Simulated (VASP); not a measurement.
# BN (P6_3mc) in VASP: settings compared, part 2 of 3

VASP 6.6.1. The steps go on from the part before.

### 3 Single point, r2SCAN (uniaxial z strain +2.0%)

File POSCAR:

```
BN
1.0
    2.5439499996      0.0000000000      0.0000000000
   -1.2719749998      2.2031253256      0.0000000000
    0.0000000000      0.0000000000      4.2919716483
B N
2 2
Direct
    0.3333333333      0.6666666667     -0.0001346901
    0.6666666667      0.3333333333      0.4998653099
    0.3333333333      0.6666666667      0.3751346901
    0.6666666667      0.3333333333      0.8751346901
```

File INCAR.step1:

```
SYSTEM = BN
PREC = Accurate ; ENCUT = 520
ISMEAR = 0 ; SIGMA = 0.01
LREAL = .FALSE. ; LASPH = .TRUE.
NELM = 100 ; NBANDS = 16
GGA = PE ; ALGO = Normal
EDIFF = 1E-4 ; LWAVE = .TRUE.
LCHARG = .FALSE.
```

File INCAR.step2:

```
SYSTEM = BN
PREC = Accurate ; ENCUT = 520
EDIFF = 1E-7 ; ISMEAR = 0
SIGMA = 0.01 ; LREAL = .FALSE.
LASPH = .TRUE. ; NELM = 100
ALGO = Normal ; ISIF = 2
LWAVE = .FALSE. ; LCHARG = .FALSE.
METAGGA = R2SCAN ; LMIXTAU = .TRUE.
NBANDS = 16 ; ISTART = 1
```

File KPOINTS:

```
Automatic mesh
0
G
  12 12 6
  0 0 0
```

Potentials or basis: VASP PAW PBE potentials, release 64 (B, N).

Started as:

```bash
> cat potpaw_PBE.64/B/POTCAR potpaw_PBE.64/N/POTCAR > POTCAR
> cp INCAR.step1 INCAR
> mpirun -np 1 vasp_std > vasp.out
> cp INCAR.step2 INCAR
> mpirun -np 1 vasp_std > vasp.out
```

OUTCAR:

```text
SYSTEM = BN
   PREC = Accurate
   ENCUT = 520
   EDIFF = 1E-7
   ISMEAR = 0
   LREAL = .FALSE.
   LASPH = .TRUE.
   NELM = 100
   ISIF = 2
   METAGGA = R2SCAN
   ISTART = 1

 ion  position               nearest neighbor table
   1  0.333  0.667  1.000-   4 1.56   4 1.56   4 1.56   3 1.61
   2  0.667  0.333  0.500-   3 1.56   3 1.56   3 1.56   4 1.61
   3  0.333  0.667  0.375-   2 1.56   2 1.56   2 1.56   1 1.61
   4  0.667  0.333  0.875-   1 1.56   1 1.56   1 1.56   2 1.61

  LATTYP: Found a hexagonal cell.
 ALAT       =     2.5439499996
 C/A-ratio  =     1.6871289329

  Lattice vectors:

 A1 = (   2.5439499996,   0.0000000000,   0.0000000000)
 A2 = (  -1.2719749998,   2.2031253256,   0.0000000000)
 A3 = (   0.0000000000,   0.0000000000,   4.2919716483)

Analysis of symmetry for initial positions (statically):
=====================================================================
 Subroutine PRICEL returns:
 Original cell was already a primitive cell.

 Routine SETGRP: Setting up the symmetry group for a
 hexagonal supercell.

 Subroutine GETGRP returns: Found 12 space group operations
 (whereof  6 operations were pure point group operations)
 out of a pool of 24 trial point group operations.

The static configuration has the point symmetry C_3v.
 The point group associated with its full space group is C_6v.

Analysis of symmetry for dynamics (positions and initial velocities):
=====================================================================
 Subroutine PRICEL returns:
 Original cell was already a primitive cell.

 Routine SETGRP: Setting up the symmetry group for a
 hexagonal supercell.

 Subroutine GETGRP returns: Found 12 space group operations
 (whereof  6 operations were pure point group operations)
 out of a pool of 24 trial point group operations.

The dynamic configuration has the point symmetry C_3v.
 The point group associated with its full space group is C_6v.

 Subroutine INISYM returns: Found 12 space group operations
 (whereof  6 operations are pure point group operations),
 and found     1 'primitive' translations

----------------------------------------------------------------------------------------

                                     Primitive cell

  volume of cell :      24.0550

  direct lattice vectors                    reciprocal lattice vectors
     2.543950000  0.000000000  0.000000000     0.393089487  0.226950321  0.000000000
    -1.271975000  2.203125326  0.000000000     0.000000000  0.453900642  0.000000000
     0.000000000  0.000000000  4.291971648     0.000000000  0.000000000  0.232993151

  length of vectors
     2.543950000  2.543950000  4.291971648     0.453900642  0.453900642  0.232993151

  position of ions in fractional coordinates (direct lattice)
     0.333333333  0.666666667  0.999865310
     0.666666667  0.333333333  0.499865310
     0.333333333  0.666666667  0.375134690
     0.666666667  0.333333333  0.875134690

  ion indices of the primitive-cell ions
   primitive index   ion index
                 1           1
                 2           2
                 3           3
                 4           4

----------------------------------------------------------------------------------------

 KPOINTS: Automatic mesh

Automatic generation of k-mesh.
 Grid dimensions read from file:
 generate k-points for:   12   12    6

 Generating k-lattice:

  Cartesian coordinates                     Fractional coordinates (reciprocal lattice)
     0.032757457  0.018912527  0.000000000     0.083333333  0.000000000  0.000000000
     0.000000000  0.037825054  0.000000000     0.000000000  0.083333333  0.000000000
     0.000000000  0.000000000  0.038832192     0.000000000  0.000000000  0.166666667

  Length of vectors
     0.037825054  0.037825054  0.038832192

  Shift w.r.t. Gamma in fractional coordinates (k-lattice)
     0.000000000  0.000000000  0.000000000

 Subroutine IBZKPT returns following result:
 ===========================================

 Found     76 irreducible k-points:

 Following reciprocal coordinates:
            Coordinates               Weight
  0.000000  0.000000  0.000000      1.000000
  0.083333  0.000000  0.000000      6.000000
  0.166667  0.000000  0.000000      6.000000
  0.250000  0.000000  0.000000      6.000000
  0.333333 -0.000000  0.000000      6.000000
  0.416667  0.000000  0.000000      6.000000
[... 16 lines left out ...]
  0.250000  0.000000  0.166667     12.000000
  0.333333 -0.000000  0.166667     12.000000
 [... further k-points ...]
   k-points           NKPTS =     76   k-points in BZ     NKDIM =     76   number of bands    NBANDS=     16
   number of dos      NEDOS =    301   number of ions     NIONS =      4
   total plane-waves  NPLWV =  12800
   dimension x,y,z NGX =    20 NGY =   20 NGZ =   32
   dimension x,y,z NGXF=    40 NGYF=   40 NGZF=   64
   ions per type =               2   2
   NGX,Y,Z   is equivalent  to a cutoff of  13.07, 13.07, 12.39 a.u.
   NGXF,Y,Z  is equivalent  to a cutoff of  26.14, 26.14, 24.79 a.u.
 SYSTEM =  BN
   PREC   = accura    normal or accurate (medium, high low for compatibility)
   ISTART =      1    job   : 0-new  1-cont  2-samecut
   ICHARG =      0    charge: 1-file 2-atom 10-const
   ISPIN  =      1    spin polarized calculation?
   LNONCOLLINEAR =      F non collinear calculations
   LSORBIT =      F    spin-orbit coupling
   LASPH  =      T    aspherical Exc in radial PAW
   ENCUT  =  520.0 eV  38.22 Ry    6.18 a.u.   4.73  4.73  7.98*2*pi/ulx,y,z
   NELM   =    100;   NELMIN=  2; NELMDL=  0     # of ELM steps
   EDIFF  = 0.1E-06   stopping-criterion for ELM
   LREAL  =      F    real-space projection
   EDIFFG = 0.1E-05   stopping-criterion for IOM
   NSW    =      0    number of steps for IOM
   IBRION =     -1    ionic relax: 0-MD 1-quasi-New 2-CG
   NFREE  =      0    steps in history (QN), initial steepest desc. (CG)
   ISIF   =      2    stress and relaxation
   ISYM   =      2    0-nonsym 1-usesym 2-fastsym
   POTIM  = 0.5000    time-step for ionic-motion
   TEBEG  =    0.0;   TEEND  =   0.0 temperature during run
   PSTRESS=    0.0 pullay stress
   NELECT =      16.0000    total number of electrons
   NUPDOWN=      -1.0000    fix difference up-down
   EMIN   =  10.00;   EMAX   =-10.00  energy-range for DOS
   EFERMI =   0.00;   METHOD = LEGACY
   ISMEAR =     0;   SIGMA  =   0.01  broadening in eV -4-tet -1-fermi 0-gaus
   EFERMI_NEDOS =   21; number of points for ismear=-14 and -15
   IALGO  =     38    algorithm
   IMIX   =      4    mixing-type and parameters
     AMIX     =   0.40;   BMIX     =  1.00
     AMIX_MAG =   1.60;   BMIX_MAG =  1.00
  volume/ion in A,a.u.               =       6.01        40.58
  Fermi-wavevector in a.u.,A,eV,Ry     =   1.429047  2.700508 27.785496  2.042176
  Thomas-Fermi vector in A             =   2.549043
   LORBIT       =      0    0 simple, 1 ext, 2 COOP (PROOUT), +10 PAW based schemes
   METAGGA = R2SCAN    functional components
   LHFCALC =     F    Hartree Fock is set to
   AEXX    =    0.0000 exact exchange contribution
   IVDW    =     0    specifies the selected vdW correction
   LEPSILON=     F    determine dielectric tensor
   LRPA    =     F    only Hartree local field effects (RPA)
 non-spin polarized calculation
 Gauss-broadening in eV      SIGMA  =   0.01
  energy-cutoff  :      520.00
  volume of cell :       24.05
 maximum number of plane-waves:       658
 NGX is ok and might be reduce to    20
   NGX =  9   NGY =  9   NGZ = 15

 number of electron      16.0000001 magnetization

 Free energy of the ion-electron system (eV)
  ---------------------------------------------------
  ext. energy  EPLUGINS =         0.00000000
  ---------------------------------------------------
  free energy    TOTEN  =       -38.24068000 eV

  energy without entropy =      -38.24068000  energy(sigma->0) =      -38.24068000

 E-fermi :   7.3299     XC(G=0): -13.5418

 val. band max:        7.1835633400   @ k =   0.0000   0.0000   0.0000
 cond. band min:      12.9026826566   @ k =   0.3333   0.3333   0.0000
 fundamental gap:      5.7191193166
 Fermi energy:         7.3299073695

 k-point     1 :       0.0000    0.0000    0.0000
  band No.  band energies     occupation
      1     -14.0823      2.00000
      2     -10.1136      2.00000
      3      -3.9852      2.00000
      4       5.1703      2.00000
      5       5.1703      2.00000
      6       6.8860      2.00000
[... 433 lines left out ...]
      3      -1.7985      2.00000
      4      -0.3930      2.00000
      5       0.9313      2.00000
      6       2.9098      2.00000
[... 8 lines left out ...]
     15      24.1853      0.00000
     16      24.3355      0.00000

 [... further k-points ...]
[... 5 lines left out ...]
  --------------------------------------------------------------------------------------
  -------------------------------------------------------------------------------------
  Total       -0.0001864     -0.0001864     -2.8061794      0.0000000      0.0000000     -0.0000000
  in kB       -0.0124172     -0.0124172   -186.9052038      0.0000000      0.0000000     -0.0000000
  external PRESSURE =     -62.3100127 kB  Pullay stress =       0.0000000 kB

 VOLUME and BASIS-vectors are now :
 -----------------------------------------------------------------------------
  energy-cutoff  :      520.00
  volume of cell :       24.05
      direct lattice vectors                 reciprocal lattice vectors
     2.543950000  0.000000000  0.000000000     0.393089487  0.226950321  0.000000000
    -1.271975000  2.203125326  0.000000000     0.000000000  0.453900642  0.000000000
     0.000000000  0.000000000  4.291971648     0.000000000  0.000000000  0.232993151

 POSITION                                       TOTAL-FORCE (eV/Angst)
 -----------------------------------------------------------------------------------
     -0.00000      1.46875      4.29139         0.000000     -0.000000      0.008540
      1.27197      0.73438      2.14541         0.000000     -0.000000      0.008540
     -0.00000      1.46875      1.61007        -0.000000      0.000000     -0.008540
      1.27197      0.73438      3.75605         0.000000     -0.000000     -0.008540
 -----------------------------------------------------------------------------------
    total drift:                               -0.000000      0.000000     -0.002034

  FREE ENERGIE OF THE ION-ELECTRON SYSTEM (eV)
  ---------------------------------------------------
  free  energy   TOTEN  =       -38.2406799975 eV

  energy  without entropy=      -38.2406799975  energy(sigma->0) =      -38.24068000
```

Run time: 1.8 min. Hardware: 1 thread of Intel Xeon Platinum 8488C (Sapphire Rapids), shared host; peak memory 0.15 GiB.

Results:

```
Free energy            : -38.2407 eV
Pressure               : -6.2 GPa
Largest force          : 0.009 eV/Å
Band gap on the k mesh : 5.72 eV, indirect (least direct gap 8.50 eV)
```

Forces in eV/Å, atoms in the order of the input:
```
B    0.000  0.000  0.009
B    0.000  0.000  0.009
N    0.000  0.000 -0.009
N    0.000  0.000 -0.009
```

Stress tensor (GPa, compression positive):
```
  0.00   0.00   0.00
  0.00   0.00   0.00
  0.00   0.00 -18.69
```

Levels at points of the mesh, in eV from the valence-band top:
| k point | band 4 | band 5 | band 6 | band 7 | band 8 | band 9 | band 10 | band 11 | band 12 | band 13 |
| --- | --- | --- | --- | --- | --- | --- | --- | --- | --- | --- |
| (0.00, 0.00, 0.00) | -2.01 | -2.01 | -0.30 | 0.00 | 0.00 | 8.50 | 9.19 | 9.19 | 10.38 | 11.51 |
| (0.50, 0.00, 0.00) | -8.22 | -7.03 | -4.98 | -4.36 | -2.24 | 7.43 | 8.42 | 11.45 | 12.06 | 13.13 |
| (0.00, 0.00, 0.50) | -6.04 | -1.11 | -1.11 | -1.11 | -1.11 | 10.33 | 10.33 | 10.71 | 10.71 | 10.71 |
| (0.50, 0.00, 0.50) | -10.27 | -3.81 | -3.81 | -3.73 | -3.73 | 7.05 | 7.05 | 10.48 | 10.48 | 15.16 |

Caveat: the cell differs from its parent crystal (uniaxial z strain +2.0%); the PAW data sets were made with another functional, which shifts forces and pressure a little.

(Continued in part 3 of 3.)
